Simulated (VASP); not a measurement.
# SrTe (Fm-3m) in VASP: settings compared

Aim: see how the results for SrTe move with the level of theory and the settings. Levels: PBE, BLYP, PBE+D3(BJ). Tasks: single point.

Program: VASP 6.6.1. These are calculated values, not measurements. Logs are shortened: lines on timing, memory, paths and dates and some standing lists are left out, and cuts for length are marked.

## 1. The cell of the first run

It takes space group Fm-3m (No. 225, cubic). Conventional cell: a = 6.470 Å, b = 6.470 Å, c = 6.470 Å, α = 90.00°, β = 90.00°, γ = 90.00°. Sr (site symmetry m-3m) has 6 Te at 3.23 Å within 4.3 Å. Within 4.3 Å of Te (site symmetry m-3m) lie 6 Sr at 3.23 Å.

## 2. Single point, PBE

INCAR

```
PREC = Accurate ; ENCUT = 500
EDIFF = 1E-6 ; ISMEAR = 1
SIGMA = 0.025 ; LREAL = F
LASPH = T ; NELM = 120
ALGO = Normal ; ISIF = 2
LWAVE = F ; LCHARG = T
GGA = PE ; LELF = T
LVHAR = T ; NBANDS = 15
GGA_COMPAT = F
```

KPOINTS

```
Automatic mesh
0
Gamma
  6 6 6
```

POSCAR

```
SrTe
1.0
    0.0000000000      3.2349999084      3.2349999084
    3.2349999084      0.0000000000      3.2349999084
    3.2349999084      3.2349999084      0.0000000000
Sr Te
1 1
Direct
    0.5000000000      0.5000000000      0.5000000000
    0.0000000000      0.0000000000      0.0000000000
```

Potentials or basis: VASP PAW PBE potentials, release 64 (Sr_sv, Te).

On the command line:

```
$ cat potpaw_PBE.64/Sr_sv/POTCAR potpaw_PBE.64/Te/POTCAR > POTCAR
$ mpirun -np 1 vasp_std > vasp.out
```

OUTCAR:

```text
PREC = Accurate
   ENCUT = 500
   EDIFF = 1E-6
   ISMEAR = 1
   LREAL = F
   LASPH = T
   NELM = 120
   ISIF = 2
   GGA = PE

 ion  position               nearest neighbor table
   1  0.500  0.500  0.500-   2 3.23   2 3.23   2 3.23   2 3.23   2 3.23   2 3.23
   2  0.000  0.000  0.000-   1 3.23   1 3.23   1 3.23   1 3.23   1 3.23   1 3.23

  LATTYP: Found a face centered cubic cell.
 ALAT       =     6.4699998168

  Lattice vectors:

 A1 = (   0.0000000000,   3.2349999084,   3.2349999084)
 A2 = (   3.2349999084,   0.0000000000,   3.2349999084)
 A3 = (   3.2349999084,   3.2349999084,   0.0000000000)

Analysis of symmetry for initial positions (statically):
=====================================================================
 Subroutine PRICEL returns:
 Original cell was already a primitive cell.

 Routine SETGRP: Setting up the symmetry group for a
 face centered cubic supercell.

 Subroutine GETGRP returns: Found 48 space group operations
 (whereof 48 operations were pure point group operations)
 out of a pool of 48 trial point group operations.

The static configuration has the point symmetry O_h .

Analysis of symmetry for dynamics (positions and initial velocities):
=====================================================================
 Subroutine PRICEL returns:
 Original cell was already a primitive cell.

 Routine SETGRP: Setting up the symmetry group for a
 face centered cubic supercell.

 Subroutine GETGRP returns: Found 48 space group operations
 (whereof 48 operations were pure point group operations)
 out of a pool of 48 trial point group operations.

The dynamic configuration has the point symmetry O_h .

 Subroutine INISYM returns: Found 48 space group operations
 (whereof 48 operations are pure point group operations),
 and found     1 'primitive' translations

----------------------------------------------------------------------------------------

                                     Primitive cell

  volume of cell :      67.7100

  direct lattice vectors                    reciprocal lattice vectors
     0.000000000  3.234999908  3.234999908    -0.154559510  0.154559510  0.154559510
     3.234999908  0.000000000  3.234999908     0.154559510 -0.154559510  0.154559510
     3.234999908  3.234999908  0.000000000     0.154559510  0.154559510 -0.154559510

  length of vectors
     4.574980745  4.574980745  4.574980745     0.267704924  0.267704924  0.267704924

  position of ions in fractional coordinates (direct lattice)
     0.500000000  0.500000000  0.500000000
     0.000000000  0.000000000  0.000000000

  ion indices of the primitive-cell ions
   primitive index   ion index
                 1           1
                 2           2

----------------------------------------------------------------------------------------

 KPOINTS: Automatic mesh

Automatic generation of k-mesh.
 Grid dimensions read from file:
 generate k-points for:    6    6    6

 Generating k-lattice:

  Cartesian coordinates                     Fractional coordinates (reciprocal lattice)
    -0.025759918  0.025759918  0.025759918     0.166666667  0.000000000  0.000000000
     0.025759918 -0.025759918  0.025759918     0.000000000  0.166666667  0.000000000
     0.025759918  0.025759918 -0.025759918     0.000000000  0.000000000  0.166666667

  Length of vectors
     0.044617487  0.044617487  0.044617487

  Shift w.r.t. Gamma in fractional coordinates (k-lattice)
     0.000000000  0.000000000  0.000000000

 Subroutine IBZKPT returns following result:
 ===========================================

 Found     16 irreducible k-points:

 Following reciprocal coordinates:
            Coordinates               Weight
  0.000000  0.000000  0.000000      1.000000
  0.166667  0.000000  0.000000      8.000000
  0.333333  0.000000  0.000000      8.000000
  0.500000  0.000000  0.000000      4.000000
  0.166667  0.166667  0.000000      6.000000
  0.333333  0.166667  0.000000     24.000000
[... 8 lines left out ...]
 -0.333333  0.333333  0.166667     24.000000
 -0.333333  0.500000  0.166667     12.000000
   k-points           NKPTS =     16   k-points in BZ     NKDIM =     16   number of bands    NBANDS=     15
   number of dos      NEDOS =    301   number of ions     NIONS =      2
   total plane-waves  NPLWV =  46656
   dimension x,y,z NGX =    36 NGY =   36 NGZ =   36
   dimension x,y,z NGXF=    72 NGYF=   72 NGZF=   72
   ions per type =               1   1
   NGX,Y,Z   is equivalent  to a cutoff of  13.08, 13.08, 13.08 a.u.
   NGXF,Y,Z  is equivalent  to a cutoff of  26.16, 26.16, 26.16 a.u.
 SYSTEM =  unknown system
   PREC   = accura    normal or accurate (medium, high low for compatibility)
   ISTART =      0    job   : 0-new  1-cont  2-samecut
   ICHARG =      2    charge: 1-file 2-atom 10-const
   ISPIN  =      1    spin polarized calculation?
   LNONCOLLINEAR =      F non collinear calculations
   LSORBIT =      F    spin-orbit coupling
   LASPH  =      T    aspherical Exc in radial PAW
   ENCUT  =  500.0 eV  36.75 Ry    6.06 a.u.   8.34  8.34  8.34*2*pi/ulx,y,z
   NELM   =    120;   NELMIN=  2; NELMDL= -5     # of ELM steps
   EDIFF  = 0.1E-05   stopping-criterion for ELM
   LREAL  =      F    real-space projection
   EDIFFG = 0.1E-04   stopping-criterion for IOM
   NSW    =      0    number of steps for IOM
   IBRION =     -1    ionic relax: 0-MD 1-quasi-New 2-CG
   NFREE  =      0    steps in history (QN), initial steepest desc. (CG)
   ISIF   =      2    stress and relaxation
   ISYM   =      2    0-nonsym 1-usesym 2-fastsym
   POTIM  = 0.5000    time-step for ionic-motion
   TEBEG  =    0.0;   TEEND  =   0.0 temperature during run
   PSTRESS=    0.0 pullay stress
   NELECT =      16.0000    total number of electrons
   NUPDOWN=      -1.0000    fix difference up-down
   EMIN   =  10.00;   EMAX   =-10.00  energy-range for DOS
   EFERMI =   0.00;   METHOD = LEGACY
   ISMEAR =     1;   SIGMA  =   0.03  broadening in eV -4-tet -1-fermi 0-gaus
   EFERMI_NEDOS =   21; number of points for ismear=-14 and -15
   IALGO  =     38    algorithm
   IMIX   =      4    mixing-type and parameters
     AMIX     =   0.40;   BMIX     =  1.00
     AMIX_MAG =   1.60;   BMIX_MAG =  1.00
  volume/ion in A,a.u.               =      33.85       228.46
  Fermi-wavevector in a.u.,A,eV,Ry     =   1.012117  1.912623 13.937537  1.024380
  Thomas-Fermi vector in A             =   2.145207
   LORBIT       =      0    0 simple, 1 ext, 2 COOP (PROOUT), +10 PAW based schemes
   GGA     = PE    functional components
   LHFCALC =     F    Hartree Fock is set to
   AEXX    =    0.0000 exact exchange contribution
   IVDW    =     0    specifies the selected vdW correction
   LEPSILON=     F    determine dielectric tensor
   LRPA    =     F    only Hartree local field effects (RPA)
 non-spin polarized calculation
 Methfessel and Paxton  Order N= 1 SIGMA  =   0.03
  energy-cutoff  :      500.00
  volume of cell :       67.71
 maximum number of plane-waves:      1759
 NGX is ok and might be reduce to    36
   NGX = 17   NGY = 17   NGZ = 17

 number of electron      16.0000000 magnetization

 Free energy of the ion-electron system (eV)
  ---------------------------------------------------
  ext. energy  EPLUGINS =         0.00000000
  ---------------------------------------------------
  free energy    TOTEN  =        -8.15497586 eV

  energy without entropy =       -8.15499599  energy(sigma->0) =       -8.15498257

 E-fermi :   3.5373     XC(G=0):  -8.8757

 val. band max:        3.5163023553   @ k =   0.0000   0.0000   0.0000
 cond. band min:       4.9578542521   @ k =   0.5000   0.5000   0.0000
 fundamental gap:      1.4415518968
 Fermi energy:         3.5373493877

 k-point     1 :       0.0000    0.0000    0.0000
  band No.  band energies     occupation
      1     -30.9613      2.00000
      2     -12.9816      2.00000
      3     -12.9816      2.00000
      4     -12.9816      2.00000
      5      -6.7559      2.00000
      6       3.5163      2.00000
      7       3.5163      2.00000
      8       3.5163      2.00000
      9       6.6817      0.00000
     10       6.6817      0.00000
     11       6.6817      0.00000
     12       6.7738      0.00000
     13       7.4275      0.00000
     14       7.4275      0.00000
     15      10.9927      0.00000

 k-point     2 :       0.1667    0.0000    0.0000
  band No.  band energies     occupation
      1     -30.9595      2.00000
      2     -13.0327      2.00000
      3     -12.9834      2.00000
      4     -12.9834      2.00000
      5      -6.5660      2.00000
      6       2.3786      2.00000
      7       3.0737      2.00000
      8       3.0737      2.00000
      9       6.6638      0.00000
     10       7.0729      0.00000
     11       7.0729      0.00000
     12       8.1405      0.00000
     13       8.2523      0.00000
     14       8.2523      0.00000
     15      11.9527      0.00000

 k-point     3 :       0.3333    0.0000    0.0000
  band No.  band energies     occupation
      1     -30.9559      2.00000
      2     -13.1301      2.00000
      3     -12.9869      2.00000
      4     -12.9869      2.00000
      5      -6.1540      2.00000
      6       0.9407      2.00000
      7       2.4526      2.00000
      8       2.4526      2.00000
      9       6.9438      0.00000
     10       8.0371      0.00000
     11       8.0371      0.00000
     12       9.5276      0.00000
     13       9.9844      0.00000
     14       9.9844      0.00000
     15      12.1570      0.00000

 k-point     4 :       0.5000    0.0000    0.0000
  band No.  band energies     occupation
      1     -30.9541      2.00000
      2     -13.1768      2.00000
      3     -12.9887      2.00000
      4     -12.9887      2.00000
      5      -5.9251      2.00000
      6       0.3542      2.00000
      7       2.2090      2.00000
      8       2.2090      2.00000
      9       7.4656      0.00000
     10       8.8350      0.00000
     11       8.9875      0.00000
     12       8.9875      0.00000
     13      10.4141      0.00000
     14      10.4141      0.00000
     15      11.9107      0.00000
[... 163 lines left out ...]
 k-point    14 :       0.5000    0.3333    0.1667
  band No.  band energies     occupation
      1     -30.9534      2.00000
      2     -13.1088      2.00000
      3     -13.0368      2.00000
      4     -13.0059      2.00000
      5      -6.1117      2.00000
      6       1.0861      2.00000
      7       2.2564      2.00000
      8       2.2991      2.00000
      9       6.5245      0.00000
     10       8.2919      0.00000
     11       8.8704      0.00000
     12       9.2387      0.00000
     13       9.4612      0.00000
     14      10.4896      0.00000
     15      11.9292      0.00000

 k-point    15 :      -0.3333    0.3333    0.1667
  band No.  band energies     occupation
      1     -30.9522      2.00000
      2     -13.1123      2.00000
      3     -13.0501      2.00000
      4     -13.0170      2.00000
      5      -6.0385      2.00000
      6       1.1369      2.00000
      7       1.8670      2.00000
      8       2.1788      2.00000
      9       7.4848      0.00000
     10       7.4941      0.00000
     11       8.9231      0.00000
     12       9.6016      0.00000
     13       9.6799      0.00000
     14      10.8743      0.00000
     15      12.4240      0.00000

 k-point    16 :      -0.3333    0.5000    0.1667
  band No.  band energies     occupation
      1     -30.9515      2.00000
      2     -13.0893      2.00000
      3     -13.0513      2.00000
      4     -13.0433      2.00000
      5      -6.1135      2.00000
      6       1.5355      2.00000
      7       1.9968      2.00000
      8       2.1116      2.00000
      9       6.2734      0.00000
     10       8.1420      0.00000
     11       8.6413      0.00000
     12       9.4929      0.00000
     13       9.9183      0.00000
     14      10.4026      0.00000
     15      12.4458      0.00000

------------------------ aborting loop because EDIFF is reached ----------------------------------------

  FORCE on cell =-STRESS in cart. coord.  units (eV):
  Direction    XX          YY          ZZ          XY          YZ          ZX
  --------------------------------------------------------------------------------------
  -------------------------------------------------------------------------------------
  Total        2.0228643      2.0228643      2.0228643     -0.0000000      0.0000000      0.0000000
  in kB       47.8657125     47.8657125     47.8657125     -0.0000000      0.0000000      0.0000000
  external PRESSURE =      47.8657125 kB  Pullay stress =       0.0000000 kB

 VOLUME and BASIS-vectors are now :
 -----------------------------------------------------------------------------
  energy-cutoff  :      500.00
  volume of cell :       67.71
      direct lattice vectors                 reciprocal lattice vectors
     0.000000000  3.234999908  3.234999908    -0.154559510  0.154559510  0.154559510
     3.234999908  0.000000000  3.234999908     0.154559510 -0.154559510  0.154559510
     3.234999908  3.234999908  0.000000000     0.154559510  0.154559510 -0.154559510

 POSITION                                       TOTAL-FORCE (eV/Angst)
 -----------------------------------------------------------------------------------
      3.23500      3.23500      3.23500        -0.000000      0.000000     -0.000000
      0.00000      0.00000      0.00000         0.000000     -0.000000      0.000000
 -----------------------------------------------------------------------------------
    total drift:                                0.000000      0.000000      0.000000

  FREE ENERGIE OF THE ION-ELECTRON SYSTEM (eV)
  ---------------------------------------------------
  free  energy   TOTEN  =        -8.1549758580 eV

  energy  without entropy=       -8.1549959896  energy(sigma->0) =       -8.15498257
```

Run time: 25 s. Hardware: 1 thread of Intel Xeon 8259CL, shared host; peak memory 0.21 GiB.

Results:

```yaml
Free_energy: -8.1550 eV
Pressure: 4.8 GPa
Band_gap_on_the_k_mesh: 1.44 eV (least direct gap 2.25 eV)
```

Levels at points of the mesh, in eV from the valence-band top:
| k point | band 6 | band 7 | band 8 | band 9 | band 10 | band 11 |
| --- | --- | --- | --- | --- | --- | --- |
| (0.00, 0.00, 0.00) | 0.00 | 0.00 | 0.00 | 3.17 | 3.17 | 3.17 |
| (0.50, 0.00, 0.00) | -3.16 | -1.31 | -1.31 | 3.95 | 5.32 | 5.47 |
| (0.50, 0.50, 0.00) | -2.16 | -0.81 | -0.81 | 1.44 | 4.20 | 4.92 |

Caveat: the cell stands under pressure; spin-orbit coupling is left out, which moves the levels of the heavy elements. A k mesh can miss the band edges.

(Continued in part 2 of 3.)
